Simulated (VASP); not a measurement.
# TaN (Fm-3m) in VASP: notebook

The runs below take TaN through single point, relaxation of cell and atoms, with PBE.

All numbers are computed with VASP 6.6.1; they aren't measurements. Logs are shortened: lines on timing, memory, paths and dates and some standing lists are left out, and cuts for length are marked.

### 1 The cell of the first run

The structure is cubic, space group Fm-3m (No. 225). The conventional cell has a = 4.156 Å, b = 4.156 Å, c = 4.156 Å, α = 90.00°, β = 90.00°, γ = 90.00°. Ta (site symmetry m-3m) has 6 N at 2.08 Å within 2.8 Å. N (site symmetry m-3m) has 6 Ta at 2.08 Å within 2.8 Å.

### 2 Single point, PBE

Contents of INCAR:

```
SYSTEM = TaN
  PREC = Accurate
  ENCUT = 520
  EDIFF = 1E-6
  ISMEAR = 0
  SIGMA = 0.1
  LREAL = .False.
  LASPH = .True.
  NELM = 60
  ALGO = Normal
  ISIF = 2
  LWAVE = .False.
  LCHARG = .False.
  GGA = PE
  NBANDS = 15
```

Contents of KPOINTS:

```
regular mesh
0
Gamma
  18 18 18
  0 0 0
```

Contents of POSCAR:

```
TaN
1.0
    0.0000000000      2.0780465023      2.0780465023
    2.0780465023      0.0000000000      2.0780465023
    2.0780465023      2.0780465023      0.0000000000
Ta N
1 1
Direct
    0.5000000000      0.5000000000      0.5000000000
    0.0000000000      0.0000000000      0.0000000000
```

Potentials or basis: VASP PAW PBE potentials, release 64 (Ta_pv, N).

Command:

```sh
$ cat potpaw_PBE.64/Ta_pv/POTCAR potpaw_PBE.64/N/POTCAR > POTCAR
$ mpirun -np 1 vasp_std > vasp.out
```

OUTCAR:

```text
SYSTEM = TaN
   PREC = Accurate
   ENCUT = 520
   EDIFF = 1E-6
   ISMEAR = 0
   LREAL = .False.
   LASPH = .True.
   NELM = 60
   ISIF = 2
   GGA = PE

 ion  position               nearest neighbor table
   1  0.500  0.500  0.500-   2 2.08   2 2.08   2 2.08   2 2.08   2 2.08   2 2.08
   2  0.000  0.000  0.000-   1 2.08   1 2.08   1 2.08   1 2.08   1 2.08   1 2.08

  LATTYP: Found a face centered cubic cell.
 ALAT       =     4.1560930046

  Lattice vectors:

 A1 = (   0.0000000000,   2.0780465023,   2.0780465023)
 A2 = (   2.0780465023,   0.0000000000,   2.0780465023)
 A3 = (   2.0780465023,   2.0780465023,   0.0000000000)

Analysis of symmetry for initial positions (statically):
=====================================================================
 Subroutine PRICEL returns:
 Original cell was already a primitive cell.

 Routine SETGRP: Setting up the symmetry group for a
 face centered cubic supercell.

 Subroutine GETGRP returns: Found 48 space group operations
 (whereof 48 operations were pure point group operations)
 out of a pool of 48 trial point group operations.

The static configuration has the point symmetry O_h .

Analysis of symmetry for dynamics (positions and initial velocities):
=====================================================================
 Subroutine PRICEL returns:
 Original cell was already a primitive cell.

 Routine SETGRP: Setting up the symmetry group for a
 face centered cubic supercell.

 Subroutine GETGRP returns: Found 48 space group operations
 (whereof 48 operations were pure point group operations)
 out of a pool of 48 trial point group operations.

The dynamic configuration has the point symmetry O_h .

 Subroutine INISYM returns: Found 48 space group operations
 (whereof 48 operations are pure point group operations),
 and found     1 'primitive' translations

----------------------------------------------------------------------------------------

                                     Primitive cell

  volume of cell :      17.9472

  direct lattice vectors                    reciprocal lattice vectors
     0.000000000  2.078046502  2.078046502    -0.240610592  0.240610592  0.240610592
     2.078046502  0.000000000  2.078046502     0.240610592 -0.240610592  0.240610592
     2.078046502  2.078046502  0.000000000     0.240610592  0.240610592 -0.240610592

  length of vectors
     2.938801547  2.938801547  2.938801547     0.416749771  0.416749771  0.416749771

  position of ions in fractional coordinates (direct lattice)
[... 85 lines left out ...]
   ISIF   =      2    stress and relaxation
   ISYM   =      2    0-nonsym 1-usesym 2-fastsym
   POTIM  = 0.5000    time-step for ionic-motion
   TEBEG  =    0.0;   TEEND  =   0.0 temperature during run
   PSTRESS=    0.0 pullay stress
   NELECT =      16.0000    total number of electrons
   NUPDOWN=      -1.0000    fix difference up-down
   EMIN   =  10.00;   EMAX   =-10.00  energy-range for DOS
   EFERMI =   0.00;   METHOD = LEGACY
   ISMEAR =     0;   SIGMA  =   0.10  broadening in eV -4-tet -1-fermi 0-gaus
   EFERMI_NEDOS =   21; number of points for ismear=-14 and -15
   IALGO  =     38    algorithm
   IMIX   =      4    mixing-type and parameters
     AMIX     =   0.40;   BMIX     =  1.00
     AMIX_MAG =   1.60;   BMIX_MAG =  1.00
  volume/ion in A,a.u.               =       8.97        60.56
  Fermi-wavevector in a.u.,A,eV,Ry     =   1.575613  2.977477 33.777231  2.482556
  Thomas-Fermi vector in A             =   2.676570
   LORBIT       =      0    0 simple, 1 ext, 2 COOP (PROOUT), +10 PAW based schemes
   GGA     = PE    functional components
   LHFCALC =     F    Hartree Fock is set to
   AEXX    =    0.0000 exact exchange contribution
   IVDW    =     0    specifies the selected vdW correction
   LEPSILON=     F    determine dielectric tensor
   LRPA    =     F    only Hartree local field effects (RPA)
 non-spin polarized calculation
 Gauss-broadening in eV      SIGMA  =   0.10
  energy-cutoff  :      520.00
  volume of cell :       17.95
 maximum number of plane-waves:       531
 NGX is ok and might be reduce to    24
   NGX = 11   NGY = 11   NGZ = 11

 number of electron      16.0000002 magnetization

 Free energy of the ion-electron system (eV)
  ---------------------------------------------------
  ext. energy  EPLUGINS =         0.00000000
  ---------------------------------------------------
  free energy    TOTEN  =       -20.93921757 eV

  energy without entropy =      -20.93537645  energy(sigma->0) =      -20.93729701

 E-fermi :  11.5866     XC(G=0): -14.4022

 val. band max:       11.5757167992   @ k =   0.3889   0.0556   0.0000
 cond. band min:      11.5905401402   @ k =   0.2778   0.0556   0.0000
 fundamental gap:      0.0148233409
 Fermi energy:        11.5865596368

 k-point     1 :       0.0000    0.0000    0.0000
  band No.  band energies     occupation
      1     -23.8664      2.00000
      2     -23.8664      2.00000
      3     -23.8664      2.00000
      4      -8.7107      2.00000
      5       7.2563      2.00000
      6       7.2563      2.00000
      7       7.2563      2.00000
      8       8.9356      2.00000
      9       8.9356      2.00000
     10       8.9356      2.00000
     11      11.6702      0.23668
     12      11.6702      0.23668
     13      14.7083      0.00000
     14      21.0277      0.00000
[... 401 lines left out ...]
      2     -23.9883      2.00000
      3     -23.9107      2.00000
      4      -6.9405      2.00000
      5       2.9960      2.00000
      6       4.0827      2.00000
      7       4.6291      2.00000
      8      10.4302      2.00000
      9      10.5656      2.00000
     10      11.7617      0.01324
     11      15.2704      0.00000
     12      17.0341      0.00000
     13      17.6695      0.00000
     14      24.3340      0.00000
     15      25.2779      0.00000

 [... further k-points ...]
[... 5 lines left out ...]
  --------------------------------------------------------------------------------------
  -------------------------------------------------------------------------------------
  Total       10.3183272     10.3183272     10.3183272     -0.0000000     -0.0000000      0.0000000
  in kB      921.1367227    921.1367227    921.1367227     -0.0000000     -0.0000000      0.0000000
  external PRESSURE =     921.1367227 kB  Pullay stress =       0.0000000 kB

 VOLUME and BASIS-vectors are now :
 -----------------------------------------------------------------------------
  energy-cutoff  :      520.00
  volume of cell :       17.95
      direct lattice vectors                 reciprocal lattice vectors
     0.000000000  2.078046502  2.078046502    -0.240610592  0.240610592  0.240610592
     2.078046502  0.000000000  2.078046502     0.240610592 -0.240610592  0.240610592
     2.078046502  2.078046502  0.000000000     0.240610592  0.240610592 -0.240610592

 POSITION                                       TOTAL-FORCE (eV/Angst)
 -----------------------------------------------------------------------------------
      2.07805      2.07805      2.07805        -0.000000     -0.000000      0.000000
      0.00000      0.00000      0.00000         0.000000      0.000000     -0.000000
 -----------------------------------------------------------------------------------
    total drift:                                0.000000     -0.000000     -0.000000

  FREE ENERGIE OF THE ION-ELECTRON SYSTEM (eV)
  ---------------------------------------------------
  free  energy   TOTEN  =       -20.9392175683 eV

  energy  without entropy=      -20.9353764481  energy(sigma->0) =      -20.93729701
```

stdout:

```text
POSCAR found type information on POSCAR TaN
 POSCAR found :  2 types and       2 ions
 scaLAPACK will be used
 LDA part: xc-table for (Slater+PW92), standard interpolation
 POSCAR, INCAR and KPOINTS ok, starting setup
 FFT: planning ... GRIDC
 FFT: planning ... GRID_SOFT
 FFT: planning ... GRID
 WAVECAR not read
 entering main loop
```

Run time: 36 s. Hardware: 1 thread of Intel Xeon 6975P-C (Granite Rapids), shared host; peak memory 0.18 GiB.

Results:

* Free energy: -20.9392 eV
* Pressure: 92.1 GPa
* Band gap on the k mesh: zero (band 8 reaches 14.05 eV, above the bottom of band 9 at 8.94 eV)

Levels at points of the mesh, in eV from the Fermi level:
| k point | band 6 | band 7 | band 8 | band 9 | band 10 | band 11 |
| --- | --- | --- | --- | --- | --- | --- |
| (0.00, 0.00, 0.00) | -4.33 | -4.33 | -2.65 | -2.65 | -2.65 | 0.08 |
| (0.50, 0.00, 0.00) | -8.92 | -8.92 | 2.46 | 2.46 | 2.57 | 4.41 |
| (0.50, 0.50, 0.00) | -6.77 | -5.00 | -5.00 | 2.71 | 4.60 | 4.60 |

Caveat: spin-orbit coupling is left out, which moves the levels of the heavy elements.

(Part 1 of 2 ends here.)
